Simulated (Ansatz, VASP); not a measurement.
**One calculation of TiAl, two programs**

The input INCAR:

```
SYSTEM = TiAl
PREC = Accurate
ENCUT = 520
EDIFF = 1E-6
ISMEAR = 0
SIGMA = 0.15
LREAL = .False.
LASPH = .True.
NELM = 80
ALGO = Fast
ISIF = 2
LWAVE = .False.
LCHARG = .False.
GGA = PS
NBANDS = 14
```

The input KPOINTS:

```
Automatic mesh
0
Gamma
  24 24 14
  0 0 0
```

The input POSCAR:

```
TiAl
1.0
    2.8478212847      0.0000000000      0.0000000000
   -1.4239106423      2.4662855780      0.0000000000
    0.0000000000      0.0000000000      4.6199447394
Ti Al
1 1
Direct
    0.0000000000      0.0000000000     -0.0091507140
    0.3333333333      0.6666666667      0.5162339604
```

Input for Ansatz:

```yaml
crystal:
  lattice:
    - [2.8478212847, 0.0, 0.0]
    - [-1.4239106423, 2.466285578, 0.0]
    - [0.0, 0.0, 4.6199447394]
  atoms:
    - { symbol: Ti, position: [0.0, 0.0, -0.009150714] }
    - { symbol: Al, position: [0.3333333333, 0.6666666667, 0.5162339604] }
basis:
  ecutwfc: 420
kpoints:
  mp_grid: { grid: [24, 24, 14] }
hamiltonian:
  xc: pbesol
scf:
  occupations: { method: gaussian, width: 0.15 }
output:
  forces: true
  stress: true
  eigenvalues: true
```

Change from the starting cell: mode 6 (341.9 1/cm) frozen in, largest displacement +0.075 Å.

Alike in both runs: task single point; functional PBEsol; k mesh 24 × 24 × 14; occupations gaussian, width 0.15 eV; no spin polarisation.

|  | VASP | Ansatz |
| --- | --- | --- |
| version | VASP 6.6.1 | Ansatz 0.2.0 |
| potentials or method | VASP PAW PBE potentials, release 64 (Ti_sv, Al), cutoff 520 eV | scalar-relativistic, plane waves, PAW |
| valence electrons in the cell | 15 | 15 |

VASP gave:

* gap on the k mesh at the Fermi level (eV): none
* pressure (GPa): 0.7
* traceless stress, the component that is largest in VASP (GPa): 0.42
* rms of the force components (eV/Å): 0.509

Q: Estimate Ansatz's values.

A: gap on the k mesh at the Fermi level (eV): none; pressure (GPa): 0.7; traceless stress, the component that is largest in VASP (GPa): 0.35; rms of the force components (eV/Å): 0.508.

VASP's potentials were made for PBE, not for PBEsol. Atom by atom the forces differ by 0.001 eV/Å (rms over components). A gap of «none» marks a metal or a gap that the smearing closes. The functional is the same, so the differences come from potentials, cutoffs and numerics.
